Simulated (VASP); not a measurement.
Wanted: the native input for a VASP 6.6.1 run.

| Quantity | Value |
| --- | --- |
| Task | single point |
| Functional | PBE |
| Potentials or basis | VASP PAW PBE potentials, release 64 (Mo_sv, Se) |
| Cutoff | 520 eV |
| k mesh | 12 × 12 × 2 |
| Occupations | gaussian, width 0.1 eV |
| Spin | no spin polarisation |
| Dipole correction | no |
| Further INCAR settings | ALGO = Normal; EDIFF = 1e-07; NBANDS = 38 |

The structure of Mo2Se5 lies in POSCAR:

```
Mo2Se5
1.0
    3.2610986985      0.0000000000      0.0000000000
   -1.6305493492      2.8241943172      0.0000000000
    0.0000000000      0.0000000000     18.1017544898
Mo Se
2 5
Direct
    0.6666666667      0.3333333333      0.7127484245
    0.3333333333      0.6666666667      0.2872515755
    0.3333333333      0.6666666667      0.6193028250
    0.3333333333      0.6666666667      0.8065591539
    0.6666666667      0.3333333333      0.3806971750
    0.6666666667      0.3333333333      0.1934408461
    0.0000000000      0.0000000000      0.0000000000
```

These files were run (other wordings do the same):

INCAR

```
SYSTEM = Mo2Se5
PREC = Accurate ; ENCUT = 520
EDIFF = 1E-7 ; ISMEAR = 0
SIGMA = 0.1 ; LREAL = .FALSE.
LASPH = .TRUE. ; NELM = 100
ALGO = Normal ; ISIF = 2
LWAVE = .FALSE. ; LCHARG = .FALSE.
GGA = PE ; NBANDS = 38
```

KPOINTS

```
Automatic mesh
0
G
  12 12 2
  0 0 0
```

Potentials or basis: VASP PAW PBE potentials, release 64 (Mo_sv, Se).

Launch:

```console
$ cat potpaw_PBE.64/Mo_sv/POTCAR potpaw_PBE.64/Se/POTCAR > POTCAR
$ mpirun -np 1 vasp_std > vasp.out
```

Results of the run:

| Quantity | Value |
| --- | --- |
| Pressure | 0.2 GPa |
| Largest force | 0.035 eV/Å |
| Band gap on the k mesh | zero (bands 29 and 30 overlap by 2.48 eV) |

Caveat: this functional lacks dispersion, which binds layers or chains, so the pressure and a relaxed spacing across them are unreliable.

It took 2.1 min on 1 thread of Intel(R) Xeon(R) 6975P-C (Granite Rapids), with other jobs on the host, peak memory 0.38 GiB.
